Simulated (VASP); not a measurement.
# TaN (P6_3mc) in VASP: further runs, part 2 of 2

VASP 6.6.1.

## 3. Electric field gradients, PBEsol (equal xx and yy strain of -2 %)

INCAR

```
SYSTEM = TaN
  ALGO = Normal
  EDIFF = 1E-8
  ENCUT = 520
  GGA = PS
  GGA_COMPAT = .False.
  ISIF = 2
  ISMEAR = -1
  LASPH = .True.
  LCHARG = .False.
  LEFG = .True.
  LREAL = .False.
  LWAVE = .False.
  NBANDS = 24
  NELM = 120
  PREC = Accurate
  SIGMA = 0.01
```

KPOINTS

```
k-points
0
Gamma
  9 9 5
  0 0 0
```

POSCAR

```
TaN
1.0
    2.9890010687      0.0000000000      0.0000000000
   -1.4945005344      2.5885508575      0.0000000000
    0.0000000000      0.0000000000      4.9400000000
Ta N
2 2
Direct
    0.3333333333      0.6666666667      0.0000000000
    0.6666666667      0.3333333333      0.5000000000
    0.3333333333      0.6666666667      0.3850000000
    0.6666666667      0.3333333333      0.8850000000
```

Potentials or basis: VASP PAW PBE potentials, release 64 (Ta_pv, N).

On the command line:

```sh
> cat potpaw_PBE.64/Ta_pv/POTCAR potpaw_PBE.64/N/POTCAR > POTCAR
> mpirun -np 1 vasp_std > vasp.out
```

OUTCAR:

```text
SYSTEM = TaN
   EDIFF = 1E-8
   ENCUT = 520
   GGA = PS
   ISIF = 2
   ISMEAR = -1
   LASPH = .True.
   LREAL = .False.
   NELM = 120
   PREC = Accurate

 ion  position               nearest neighbor table
   1  0.333  0.667  0.000-   4 1.82   4 1.82   4 1.82   3 1.90   2 3.01   2 3.01   2 3.01   2 3.01
                             2 3.01   2 3.01
   2  0.667  0.333  0.500-   3 1.82   3 1.82   3 1.82   4 1.90   1 3.01   1 3.01   1 3.01   1 3.01
                             1 3.01   1 3.01
   3  0.333  0.667  0.385-   2 1.82   2 1.82   2 1.82   1 1.90
   4  0.667  0.333  0.885-   1 1.82   1 1.82   1 1.82   2 1.90

  LATTYP: Found a hexagonal cell.
 ALAT       =     2.9890010687
 C/A-ratio  =     1.6527260735

  Lattice vectors:
[... 879 lines left out ...]
---------------------------------------------------------------------
   1     -77.663   -77.663   155.325     0.000    -0.000     0.000
   2     -77.663   -77.663   155.325     0.000     0.000    -0.000
   3      -5.731    -5.730    11.461     0.001     0.000    -0.000
   4      -5.731    -5.730    11.461     0.001    -0.000     0.000
---------------------------------------------------------------------

 Electric field gradients after diagonalization (V/A^2)
 (convention: |V_zz| > |V_xx| > |V_yy|)
----------------------------------------------------------------------
 ion       V_xx      V_yy      V_zz     asymmetry (V_yy - V_xx)/ V_zz
----------------------------------------------------------------------
   1     -77.663   -77.663   155.325       0.000
   2     -77.663   -77.663   155.325       0.000
   3      -5.732    -5.729    11.461       0.000
   4      -5.732    -5.729    11.461       0.000
----------------------------------------------------------------------

           NMR quadrupolar parameters

 Cq : quadrupolar parameter    Cq=e*Q*V_zz/h
 eta: asymmetry parameters     (V_yy - V_xx)/ V_zz
 Q  : nuclear electric quadrupole moment in mb (millibarn)
----------------------------------------------------------------------
 ion       Cq(MHz)       eta       Q (mb)
----------------------------------------------------------------------
   1       0.376       0.000       1.000
   2       0.376       0.000       1.000
   3       0.028       0.000       1.000
   4       0.028       0.000       1.000
----------------------------------------------------------------------
```

stdout:

```text
POSCAR found type information on POSCAR TaN
 POSCAR found :  2 types and       4 ions
 scaLAPACK will be used
 -----------------------------------------------------------------------------
|                                                                             |
|                                                                             |
|     You enforced a specific xc type in the INCAR file but a different       |
|     I HOPE YOU KNOW WHAT YOU ARE DOING!                                     |
|                                                                             |
 -----------------------------------------------------------------------------

 LDA part: xc-table for (Slater+PW92), standard interpolation
 POSCAR, INCAR and KPOINTS ok, starting setup
 FFT: planning ... GRIDC
 FFT: planning ... GRID_SOFT
 FFT: planning ... GRID
 WAVECAR not read
 entering main loop
ion   1

ion   2

ion   3

ion   4
```

It took 54 s on 1 thread of Intel Xeon 8259CL, shared host; peak memory 0.18 GiB.

What came out:

```
Free energy            : -39.2713 eV
Pressure               : 162.2 GPa
Largest force          : 3.552 eV/Å
Band gap on the k mesh : zero (band 16 reaches 10.66 eV, above the bottom of band 17 at 8.28 eV)
```

Forces on the atoms (eV/Å):
```
Ta   0.000  0.000  3.552
Ta   0.000  0.000  3.552
N    0.000  0.000 -3.552
N    0.000  0.000 -3.552
```

Electric field gradients, principal values (V/Å²):
```tsv
atom	least	middle	greatest (by size)
1 Ta	-77.663	-77.663	155.325
2 Ta	-77.663	-77.663	155.325
3 N	-5.729	-5.732	11.461
4 N	-5.729	-5.732	11.461
```

Caveat: the cell differs from its parent crystal (equal xx and yy strain of -2 %); without QUAD_EFG the Cq values of the log hold for a quadrupole moment of 1 mb, not for the nuclei; the PAW data sets were made with another functional, which shifts forces and pressure a little; spin-orbit coupling is left out, which moves the levels of the heavy elements.

## 4. Electric field gradients, PBEsol (equal xx and yy strain of -2 %)

INCAR

```
ALGO = Normal
EDIFF = 1E-8
ENCUT = 520
GGA = PS
GGA_COMPAT = F
ISIF = 2
ISMEAR = -1
LASPH = T
LCHARG = F
LEFG = T
LREAL = F
LWAVE = F
NBANDS = 24
NELM = 120
PREC = Accurate
SIGMA = 0.01
```

KPOINTS

```
k-points
0
Gamma
  9 9 5
```

POSCAR is that of step 3.

Potentials or basis: VASP PAW PBE potentials, release 64 (Ta_pv, N).

On the command line:

```sh
> cat potpaw_PBE.64/Ta_pv/POTCAR potpaw_PBE.64/N/POTCAR > POTCAR
> mpirun -np 1 vasp_std > vasp.out
```

OUTCAR:

```text
EDIFF = 1E-8
   ENCUT = 520
   GGA = PS
   ISIF = 2
   ISMEAR = -1
   LASPH = T
   LREAL = F
   NELM = 120
   PREC = Accurate

 ion  position               nearest neighbor table
   1  0.333  0.667  0.000-   4 1.82   4 1.82   4 1.82   3 1.90   2 3.01   2 3.01   2 3.01   2 3.01
                             2 3.01   2 3.01
   2  0.667  0.333  0.500-   3 1.82   3 1.82   3 1.82   4 1.90   1 3.01   1 3.01   1 3.01   1 3.01
                             1 3.01   1 3.01
   3  0.333  0.667  0.385-   2 1.82   2 1.82   2 1.82   1 1.90
   4  0.667  0.333  0.885-   1 1.82   1 1.82   1 1.82   2 1.90

  LATTYP: Found a hexagonal cell.
 ALAT       =     2.9890010687
 C/A-ratio  =     1.6527260735

  Lattice vectors:

 A1 = (   2.9890010687,   0.0000000000,   0.0000000000)
 A2 = (  -1.4945005344,   2.5885508575,   0.0000000000)
 A3 = (   0.0000000000,   0.0000000000,   4.9400000000)

Analysis of symmetry for initial positions (statically):
=====================================================================
 Subroutine PRICEL returns:
[... 856 lines left out ...]
      1.49450      0.86285      2.47000         0.000000     -0.000000      3.551663
     -0.00000      1.72570      1.90190        -0.000000     -0.000000     -3.551663
      1.49450      0.86285      4.37190         0.000000      0.000000     -3.551663
 -----------------------------------------------------------------------------------
    total drift:                               -0.000000     -0.000000      0.000043

  FREE ENERGIE OF THE ION-ELECTRON SYSTEM (eV)
  ---------------------------------------------------
  free  energy   TOTEN  =       -39.2713013387 eV

  energy  without entropy=      -39.2703629934  energy(sigma->0) =      -39.27083217

 Electric field gradients (V/A^2)
---------------------------------------------------------------------
 ion       V_xx      V_yy      V_zz      V_xy      V_xz      V_yz
---------------------------------------------------------------------
   1     -77.663   -77.663   155.325     0.000    -0.000     0.000
   2     -77.663   -77.663   155.325     0.000     0.000    -0.000
   3      -5.731    -5.730    11.461     0.001     0.000    -0.000
   4      -5.731    -5.730    11.461     0.001    -0.000     0.000
---------------------------------------------------------------------

 Electric field gradients after diagonalization (V/A^2)
 (convention: |V_zz| > |V_xx| > |V_yy|)
----------------------------------------------------------------------
 ion       V_xx      V_yy      V_zz     asymmetry (V_yy - V_xx)/ V_zz
----------------------------------------------------------------------
   1     -77.663   -77.663   155.325       0.000
   2     -77.663   -77.663   155.325       0.000
   3      -5.732    -5.729    11.461       0.000
   4      -5.732    -5.729    11.461       0.000
----------------------------------------------------------------------

           NMR quadrupolar parameters

 Cq : quadrupolar parameter    Cq=e*Q*V_zz/h
 eta: asymmetry parameters     (V_yy - V_xx)/ V_zz
 Q  : nuclear electric quadrupole moment in mb (millibarn)
----------------------------------------------------------------------
 ion       Cq(MHz)       eta       Q (mb)
----------------------------------------------------------------------
   1       0.376       0.000       1.000
   2       0.376       0.000       1.000
   3       0.028       0.000       1.000
   4       0.028       0.000       1.000
----------------------------------------------------------------------
```

stdout:

```text
POSCAR found type information on POSCAR TaN
 POSCAR found :  2 types and       4 ions
 scaLAPACK will be used
 -----------------------------------------------------------------------------
|                                                                             |
|                                                                             |
|     You enforced a specific xc type in the INCAR file but a different       |
|     I HOPE YOU KNOW WHAT YOU ARE DOING!                                     |
|                                                                             |
 -----------------------------------------------------------------------------

 LDA part: xc-table for (Slater+PW92), standard interpolation
 POSCAR, INCAR and KPOINTS ok, starting setup
 FFT: planning ... GRIDC
 FFT: planning ... GRID_SOFT
 FFT: planning ... GRID
 WAVECAR not read
 entering main loop
ion   1

ion   2

ion   3

ion   4
```

Run time: 51 s. Hardware: 1 thread of Intel Xeon 8259CL, shared host; peak memory 0.17 GiB.

Results:

| Quantity | Value |
| --- | --- |
| Free energy | -39.2713 eV |
| Pressure | 162.2 GPa |
| Largest force | 3.552 eV/Å |
| Band gap on the k mesh | zero (band 16 reaches 10.66 eV, above the bottom of band 17 at 8.28 eV) |

Forces on the atoms (eV/Å):
```
Ta   0.000  0.000  3.552
Ta   0.000  0.000  3.552
N    0.000  0.000 -3.552
N    0.000  0.000 -3.552
```

Stress tensor (GPa, compression positive):
```
176.62   0.00   0.00
  0.00 176.62   0.00
  0.00   0.00 133.42
```

Electric field gradients, principal values (V/Å²):
```csv
atom,least,middle,greatest (by size)
1 Ta,-77.663,-77.663,155.325
2 Ta,-77.663,-77.663,155.325
3 N,-5.729,-5.732,11.461
4 N,-5.729,-5.732,11.461
```

Caveat: the cell differs from its parent crystal (equal xx and yy strain of -2 %); without QUAD_EFG the Cq values of the log hold for a quadrupole moment of 1 mb, not for the nuclei; the PAW data sets were made with another functional, which shifts forces and pressure a little; spin-orbit coupling is left out, which moves the levels of the heavy elements.
